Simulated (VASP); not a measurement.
# LiBr (Fm-3m) in VASP: notebook

Aim: see how the results for LiBr move with the level of theory and the settings. Levels: PBE, LDA. Tasks: single point.

Program: VASP 6.6.1. These are calculated values, not measurements. Logs are shortened: lines on timing, memory, paths and dates and some standing lists are left out, and cuts for length are marked.

## (1) The cell of the first run

Symmetry: Fm-3m, No. 225, cubic system. Conventional cell: a = 5.479 Å, b = 5.479 Å, c = 5.479 Å, α = 90.00°, β = 90.00°, γ = 90.00°. Within 3.6 Å of Li (site symmetry m-3m) lie 6 Br at 2.74 Å. Br (site symmetry m-3m) has 6 Li at 2.74 Å within 3.6 Å.

## (2) Single point, PBE

Contents of INCAR:

```
PREC     = Accurate       # precision mode
ENCUT    = 750            # plane-wave cutoff, eV
EDIFF    = 1E-6           # SCF threshold, eV
ISMEAR   = 0              # smearing method
SIGMA    = 0.01           # smearing width, eV
LREAL    = False          # projectors in reciprocal space
LASPH    = True           # aspherical terms in the spheres
NELM     = 120            # most SCF steps
ALGO     = Normal         # electronic algorithm
ISIF     = 2              # what is computed and relaxed
LWAVE    = False          # write WAVECAR
LCHARG   = True           # write CHGCAR
GGA      = PE             # functional
LELF     = True           # ELF
LVHAR    = True         
NBANDS   = 12             # bands
GGA_COMPAT= False
```

Contents of KPOINTS:

```
regular mesh
0
Gamma
  4 4 4
```

Contents of POSCAR:

```
LiBr
1.0
    0.0000000000      2.7395485832      2.7395485832
    2.7395485832      0.0000000000      2.7395485832
    2.7395485832      2.7395485832      0.0000000000
Li Br
1 1
Direct
    0.0000000000      0.0000000000      0.0000000000
    0.5000000000      0.5000000000      0.5000000000
```

Potentials or basis: VASP PAW PBE potentials, release 64 (Li_sv, Br).

Started as:

```sh
cat potpaw_PBE.64/Li_sv/POTCAR potpaw_PBE.64/Br/POTCAR > POTCAR
mpirun -np 1 vasp_std > vasp.out
```

OUTCAR:

```text
PREC = Accurate
   ENCUT = 750
   EDIFF = 1E-6
   ISMEAR = 0
   LREAL = False
   LASPH = True
   NELM = 120
   ISIF = 2
   GGA = PE

 ion  position               nearest neighbor table
   1  0.000  0.000  0.000-
   2  0.500  0.500  0.500-

  LATTYP: Found a face centered cubic cell.
 ALAT       =     5.4790971664

  Lattice vectors:

 A1 = (   0.0000000000,   2.7395485832,   2.7395485832)
 A2 = (   2.7395485832,   0.0000000000,   2.7395485832)
 A3 = (   2.7395485832,   2.7395485832,   0.0000000000)

Analysis of symmetry for initial positions (statically):
=====================================================================
 Subroutine PRICEL returns:
 Original cell was already a primitive cell.

 Routine SETGRP: Setting up the symmetry group for a
 face centered cubic supercell.

 Subroutine GETGRP returns: Found 48 space group operations
 (whereof 48 operations were pure point group operations)
 out of a pool of 48 trial point group operations.

The static configuration has the point symmetry O_h .

Analysis of symmetry for dynamics (positions and initial velocities):
=====================================================================
 Subroutine PRICEL returns:
 Original cell was already a primitive cell.

 Routine SETGRP: Setting up the symmetry group for a
 face centered cubic supercell.

 Subroutine GETGRP returns: Found 48 space group operations
 (whereof 48 operations were pure point group operations)
 out of a pool of 48 trial point group operations.

The dynamic configuration has the point symmetry O_h .

 Subroutine INISYM returns: Found 48 space group operations
 (whereof 48 operations are pure point group operations),
 and found     1 'primitive' translations

----------------------------------------------------------------------------------------

                                     Primitive cell

  volume of cell :      41.1213

  direct lattice vectors                    reciprocal lattice vectors
     0.000000000  2.739548583  2.739548583    -0.182511821  0.182511821  0.182511821
     2.739548583  0.000000000  2.739548583     0.182511821 -0.182511821  0.182511821
     2.739548583  2.739548583  0.000000000     0.182511821  0.182511821 -0.182511821

  length of vectors
     3.874306761  3.874306761  3.874306761     0.316119747  0.316119747  0.316119747

  position of ions in fractional coordinates (direct lattice)
     0.000000000  0.000000000  0.000000000
     0.500000000  0.500000000  0.500000000

  ion indices of the primitive-cell ions
   primitive index   ion index
                 1           1
                 2           2

----------------------------------------------------------------------------------------

 KPOINTS: regular mesh

Automatic generation of k-mesh.
 Grid dimensions read from file:
 generate k-points for:    4    4    4

 Generating k-lattice:

  Cartesian coordinates                     Fractional coordinates (reciprocal lattice)
    -0.045627955  0.045627955  0.045627955     0.250000000  0.000000000  0.000000000
     0.045627955 -0.045627955  0.045627955     0.000000000  0.250000000  0.000000000
     0.045627955  0.045627955 -0.045627955     0.000000000  0.000000000  0.250000000

  Length of vectors
     0.079029937  0.079029937  0.079029937

  Shift w.r.t. Gamma in fractional coordinates (k-lattice)
     0.000000000  0.000000000  0.000000000

 Subroutine IBZKPT returns following result:
 ===========================================

 Found      8 irreducible k-points:

 Following reciprocal coordinates:
            Coordinates               Weight
  0.000000  0.000000  0.000000      1.000000
  0.250000  0.000000  0.000000      8.000000
  0.500000  0.000000  0.000000      4.000000
  0.250000  0.250000  0.000000      6.000000
  0.500000  0.250000  0.000000     24.000000
 -0.250000  0.250000  0.000000     12.000000
  0.500000  0.500000  0.000000      3.000000
 -0.250000  0.500000  0.250000      6.000000
   k-points           NKPTS =      8   k-points in BZ     NKDIM =      8   number of bands    NBANDS=     12
   number of dos      NEDOS =    301   number of ions     NIONS =      2
   total plane-waves  NPLWV =  46656
   dimension x,y,z NGX =    36 NGY =   36 NGZ =   36
   dimension x,y,z NGXF=    72 NGYF=   72 NGZF=   72
   ions per type =               1   1
   NGX,Y,Z   is equivalent  to a cutoff of  15.45, 15.45, 15.45 a.u.
   NGXF,Y,Z  is equivalent  to a cutoff of  30.90, 30.90, 30.90 a.u.
 SYSTEM =  unknown system
   PREC   = accura    normal or accurate (medium, high low for compatibility)
   ISTART =      0    job   : 0-new  1-cont  2-samecut
   ICHARG =      2    charge: 1-file 2-atom 10-const
   ISPIN  =      1    spin polarized calculation?
   LNONCOLLINEAR =      F non collinear calculations
   LSORBIT =      F    spin-orbit coupling
   LASPH  =      T    aspherical Exc in radial PAW
   ENCUT  =  750.0 eV  55.12 Ry    7.42 a.u.   8.65  8.65  8.65*2*pi/ulx,y,z
   NELM   =    120;   NELMIN=  2; NELMDL= -5     # of ELM steps
   EDIFF  = 0.1E-05   stopping-criterion for ELM
   LREAL  =      F    real-space projection
   EDIFFG = 0.1E-04   stopping-criterion for IOM
   NSW    =      0    number of steps for IOM
   IBRION =     -1    ionic relax: 0-MD 1-quasi-New 2-CG
   NFREE  =      0    steps in history (QN), initial steepest desc. (CG)
   ISIF   =      2    stress and relaxation
   ISYM   =      2    0-nonsym 1-usesym 2-fastsym
   POTIM  = 0.5000    time-step for ionic-motion
   TEBEG  =    0.0;   TEEND  =   0.0 temperature during run
   PSTRESS=    0.0 pullay stress
   NELECT =      10.0000    total number of electrons
   NUPDOWN=      -1.0000    fix difference up-down
   EMIN   =  10.00;   EMAX   =-10.00  energy-range for DOS
   EFERMI =   0.00;   METHOD = LEGACY
   ISMEAR =     0;   SIGMA  =   0.01  broadening in eV -4-tet -1-fermi 0-gaus
   EFERMI_NEDOS =   21; number of points for ismear=-14 and -15
   IALGO  =     38    algorithm
   IMIX   =      4    mixing-type and parameters
     AMIX     =   0.40;   BMIX     =  1.00
     AMIX_MAG =   1.60;   BMIX_MAG =  1.00
  volume/ion in A,a.u.               =      20.56       138.75
  Fermi-wavevector in a.u.,A,eV,Ry     =   1.021847  1.931011 14.206810  1.044171
  Thomas-Fermi vector in A             =   2.155494
   LORBIT       =      0    0 simple, 1 ext, 2 COOP (PROOUT), +10 PAW based schemes
   GGA     = PE    functional components
   LHFCALC =     F    Hartree Fock is set to
   AEXX    =    0.0000 exact exchange contribution
   IVDW    =     0    specifies the selected vdW correction
   LEPSILON=     F    determine dielectric tensor
   LRPA    =     F    only Hartree local field effects (RPA)
 non-spin polarized calculation
 Gauss-broadening in eV      SIGMA  =   0.01
  energy-cutoff  :      750.00
  volume of cell :       41.12
 maximum number of plane-waves:      1928
 NGX is ok and might be reduce to    36
   NGX = 17   NGY = 17   NGZ = 17

 number of electron      10.0000001 magnetization

 Free energy of the ion-electron system (eV)
  ---------------------------------------------------
  ext. energy  EPLUGINS =         0.00000000
  ---------------------------------------------------
  free energy    TOTEN  =        -6.62954365 eV

  energy without entropy =       -6.62954365  energy(sigma->0) =       -6.62954365

 E-fermi :   0.4899     XC(G=0):  -8.4722

 val. band max:        0.4048644712   @ k =   0.0000   0.0000   0.0000
 cond. band min:       5.3962589283   @ k =   0.0000   0.0000   0.0000
 fundamental gap:      4.9913944571
 Fermi energy:         0.4898994040

 k-point     1 :       0.0000    0.0000    0.0000
  band No.  band energies     occupation
      1     -43.9904      2.00000
      2     -13.0668      2.00000
      3       0.4049      2.00000
      4       0.4049      2.00000
      5       0.4049      2.00000
      6       5.3963      0.00000
      7      10.9104      0.00000
      8      10.9104      0.00000
      9      10.9104      0.00000
     10      12.6920      0.00000
     11      12.6920      0.00000
     12      12.6920      0.00000

 k-point     2 :       0.2500    0.0000    0.0000
  band No.  band energies     occupation
      1     -43.9899      2.00000
      2     -12.8364      2.00000
      3      -1.2985      2.00000
      4       0.2635      2.00000
      5       0.2635      2.00000
      6       6.4053      0.00000
      7       9.6061      0.00000
      8       9.6061      0.00000
      9      10.1866      0.00000
     10      12.7749      0.00000
     11      12.7749      0.00000
     12      13.4367      0.00000

 k-point     3 :       0.5000    0.0000    0.0000
  band No.  band energies     occupation
      1     -43.9894      2.00000
      2     -12.5803      2.00000
      3      -2.5251      2.00000
      4       0.1378      2.00000
      5       0.1378      2.00000
      6       6.0318      0.00000
      7       8.5069      0.00000
      8       8.5069      0.00000
      9      12.2772      0.00000
     10      14.4896      0.00000
     11      16.2025      0.00000
     12      16.2025      0.00000

 k-point     4 :       0.2500    0.2500    0.0000
  band No.  band energies     occupation
      1     -43.9897      2.00000
      2     -12.7522      2.00000
      3      -1.2134      2.00000
      4      -0.2247      2.00000
      5      -0.2247      2.00000
      6       7.6219      0.00000
      7       8.6322      0.00000
      8       8.7903      0.00000
      9      11.4878      0.00000
     10      11.4878      0.00000
     11      14.6017      0.00000
     12      15.8152      0.00000

 k-point     5 :       0.5000    0.2500    0.0000
  band No.  band energies     occupation
      1     -43.9892      2.00000
      2     -12.4850      2.00000
      3      -2.1713      2.00000
      4      -0.9583      2.00000
      5      -0.3519      2.00000
      6       7.2181      0.00000
      7       8.8113      0.00000
      8      10.2010      0.00000
      9      10.2655      0.00000
     10      13.1796      0.00000
     11      16.6899      0.00000
     12      17.0038      0.00000

 k-point     6 :      -0.2500    0.2500    0.0000
  band No.  band energies     occupation
      1     -43.9894      2.00000
      2     -12.5794      2.00000
      3      -1.8198      2.00000
      4      -1.1004      2.00000
      5       0.1101      2.00000
      6       7.3536      0.00000
      7       9.1768      0.00000
      8       9.6170      0.00000
      9       9.7724      0.00000
     10      13.1980      0.00000
     11      15.0778      0.00000
     12      15.8662      0.00000

 k-point     7 :       0.5000    0.5000    0.0000
  band No.  band energies     occupation
      1     -43.9890      2.00000
      2     -12.3829      2.00000
      3      -2.5305      2.00000
      4      -0.7558      2.00000
      5      -0.7558      2.00000
      6       6.6631      0.00000
      7       7.4953      0.00000
      8      12.1276      0.00000
      9      12.9160      0.00000
     10      12.9160      0.00000
     11      16.1908      0.00000
     12      17.9455      0.00000

 k-point     8 :      -0.2500    0.5000    0.2500
  band No.  band energies     occupation
      1     -43.9890      2.00000
      2     -12.3878      2.00000
      3      -1.7782      2.00000
      4      -1.7782      2.00000
      5      -0.7566      2.00000
      6       8.4543      0.00000
      7       8.9910      0.00000
      8       9.8862      0.00000
      9       9.8862      0.00000
     10      14.4599      0.00000
     11      14.4599      0.00000
     12      17.8680      0.00000

------------------------ aborting loop because EDIFF is reached ----------------------------------------

  FORCE on cell =-STRESS in cart. coord.  units (eV):
  Direction    XX          YY          ZZ          XY          YZ          ZX
  --------------------------------------------------------------------------------------
  -------------------------------------------------------------------------------------
  Total        0.1467824      0.1467824      0.1467824     -0.0000000      0.0000000     -0.0000000
  in kB        5.7189657      5.7189657      5.7189657     -0.0000000      0.0000000     -0.0000000
  external PRESSURE =       5.7189657 kB  Pullay stress =       0.0000000 kB

 VOLUME and BASIS-vectors are now :
 -----------------------------------------------------------------------------
  energy-cutoff  :      750.00
  volume of cell :       41.12
      direct lattice vectors                 reciprocal lattice vectors
     0.000000000  2.739548583  2.739548583    -0.182511821  0.182511821  0.182511821
     2.739548583  0.000000000  2.739548583     0.182511821 -0.182511821  0.182511821
     2.739548583  2.739548583  0.000000000     0.182511821  0.182511821 -0.182511821

 POSITION                                       TOTAL-FORCE (eV/Angst)
 -----------------------------------------------------------------------------------
      0.00000      0.00000      0.00000        -0.000000      0.000000     -0.000000
      2.73955      2.73955      2.73955         0.000000     -0.000000      0.000000
 -----------------------------------------------------------------------------------
    total drift:                                0.000000      0.000000      0.000000

  FREE ENERGIE OF THE ION-ELECTRON SYSTEM (eV)
  ---------------------------------------------------
  free  energy   TOTEN  =        -6.6295436501 eV

  energy  without entropy=       -6.6295436501  energy(sigma->0) =       -6.62954365
```

It took 6 s on 1 thread of Intel Xeon Platinum 8488C (Sapphire Rapids), shared host; peak memory 0.2 GiB.

What came out:

| Quantity | Value |
| --- | --- |
| Free energy | -6.6295 eV |
| Pressure | 0.6 GPa |
| Band gap on the k mesh | 4.99 eV |

Caveat: the k points lie up to 0.50 Å⁻¹ apart.

## (3) Single point, LDA

Contents of INCAR:

```
ALGO = Normal
EDIFF = 1E-6
ENCUT = 750
GGA_COMPAT = False
ISIF = 2
ISMEAR = 0
LASPH = True
LCHARG = False
LREAL = False
LWAVE = False
NBANDS = 12
NELM = 120
PREC = Accurate
SIGMA = 0.01
```

Contents of KPOINTS:

```
k-points
0
Gamma
  4 4 4
```

POSCAR is that of step 2.

Potentials or basis: VASP PAW LDA potentials, release 64 (Li_sv, Br).

Started as:

```sh
cat potpaw_LDA.64/Li_sv/POTCAR potpaw_LDA.64/Br/POTCAR > POTCAR
mpirun -np 1 vasp_std > vasp.out
```

OUTCAR:

```text
EDIFF = 1E-6
   ENCUT = 750
   ISIF = 2
   ISMEAR = 0
   LASPH = True
   LREAL = False
   NELM = 120
   PREC = Accurate

 ion  position               nearest neighbor table
   1  0.000  0.000  0.000-
   2  0.500  0.500  0.500-

  LATTYP: Found a face centered cubic cell.
 ALAT       =     5.4790971664

  Lattice vectors:

 A1 = (   0.0000000000,   2.7395485832,   2.7395485832)
 A2 = (   2.7395485832,   0.0000000000,   2.7395485832)
 A3 = (   2.7395485832,   2.7395485832,   0.0000000000)

Analysis of symmetry for initial positions (statically):
=====================================================================
 Subroutine PRICEL returns:
 Original cell was already a primitive cell.

 Routine SETGRP: Setting up the symmetry group for a
 face centered cubic supercell.

 Subroutine GETGRP returns: Found 48 space group operations
 (whereof 48 operations were pure point group operations)
 out of a pool of 48 trial point group operations.

[... 151 lines left out ...]
 Fermi energy:         0.4910581096

 k-point     1 :       0.0000    0.0000    0.0000
  band No.  band energies     occupation
      1     -42.9497      2.00000
      2     -13.1199      2.00000
      3       0.3799      2.00000
      4       0.3799      2.00000
      5       0.3799      2.00000
      6       5.0857      0.00000
      7      10.7354      0.00000
      8      10.7354      0.00000
      9      10.7354      0.00000
     10      12.3584      0.00000
     11      12.3584      0.00000
     12      12.3584      0.00000
[... 91 lines left out ...]
 k-point     8 :      -0.2500    0.5000    0.2500
  band No.  band energies     occupation
      1     -42.9480      2.00000
      2     -12.4336      2.00000
      3      -1.8633      2.00000
      4      -1.8633      2.00000
      5      -0.8066      2.00000
      6       8.2778      0.00000
      7       8.7092      0.00000
      8       9.6584      0.00000
      9       9.6584      0.00000
     10      14.1637      0.00000
     11      14.1637      0.00000
     12      17.7094      0.00000

------------------------ aborting loop because EDIFF is reached ----------------------------------------

  FORCE on cell =-STRESS in cart. coord.  units (eV):
  Direction    XX          YY          ZZ          XY          YZ          ZX
  --------------------------------------------------------------------------------------
  -------------------------------------------------------------------------------------
  Total       -0.6163991     -0.6163991     -0.6163991     -0.0000000     -0.0000000      0.0000000
  in kB      -24.0162702    -24.0162702    -24.0162702     -0.0000000     -0.0000000      0.0000000
  external PRESSURE =     -24.0162702 kB  Pullay stress =       0.0000000 kB

 VOLUME and BASIS-vectors are now :
 -----------------------------------------------------------------------------
  energy-cutoff  :      750.00
  volume of cell :       41.12
      direct lattice vectors                 reciprocal lattice vectors
     0.000000000  2.739548583  2.739548583    -0.182511821  0.182511821  0.182511821
     2.739548583  0.000000000  2.739548583     0.182511821 -0.182511821  0.182511821
     2.739548583  2.739548583  0.000000000     0.182511821  0.182511821 -0.182511821

 POSITION                                       TOTAL-FORCE (eV/Angst)
 -----------------------------------------------------------------------------------
      0.00000      0.00000      0.00000        -0.000000      0.000000      0.000000
      2.73955      2.73955      2.73955         0.000000     -0.000000     -0.000000
 -----------------------------------------------------------------------------------
    total drift:                                0.000000      0.000000      0.000000

  FREE ENERGIE OF THE ION-ELECTRON SYSTEM (eV)
  ---------------------------------------------------
  free  energy   TOTEN  =        -7.3280327407 eV

  energy  without entropy=       -7.3280327407  energy(sigma->0) =       -7.32803274
```

OSZICAR:

```text
N       E                     dE             d eps       ncg     rms          rms(c)
DAV:   1     0.444335092471E+02    0.44434E+02   -0.47393E+03   192   0.947E+02
DAV:   2    -0.337351360543E+01   -0.47807E+02   -0.46270E+02   248   0.155E+02
DAV:   3    -0.718102511935E+01   -0.38075E+01   -0.37902E+01   240   0.409E+01
DAV:   4    -0.737167056271E+01   -0.19065E+00   -0.19061E+00   280   0.836E+00
DAV:   5    -0.737290982828E+01   -0.12393E-02   -0.12393E-02   232   0.735E-01    0.194E+00
DAV:   6    -0.733435709801E+01    0.38553E-01   -0.54393E-02   248   0.992E-01    0.118E+00
DAV:   7    -0.732807270738E+01    0.62844E-02   -0.26525E-02   272   0.765E-01    0.405E-01
DAV:   8    -0.732803702529E+01    0.35682E-04   -0.20368E-03   240   0.275E-01    0.576E-02
DAV:   9    -0.732802774371E+01    0.92816E-05   -0.81426E-05   244   0.573E-02    0.191E-02
DAV:  10    -0.732803289291E+01   -0.51492E-05   -0.51656E-06   240   0.153E-02    0.628E-03
DAV:  11    -0.732803274074E+01    0.15217E-06   -0.97259E-07   144   0.620E-03
   1 F= -.73280327E+01 E0= -.73280327E+01  d E =-.553136E-57
```

It took 3.8 s on 1 thread of Intel Xeon Platinum 8488C (Sapphire Rapids), shared host; peak memory 0.17 GiB.

Results:

- Free energy: -7.3280 eV
- Pressure: -2.4 GPa
- Band gap on the k mesh: 4.71 eV

Caveat: the k points lie up to 0.50 Å⁻¹ apart.

(Continued in part 2 of 2.)
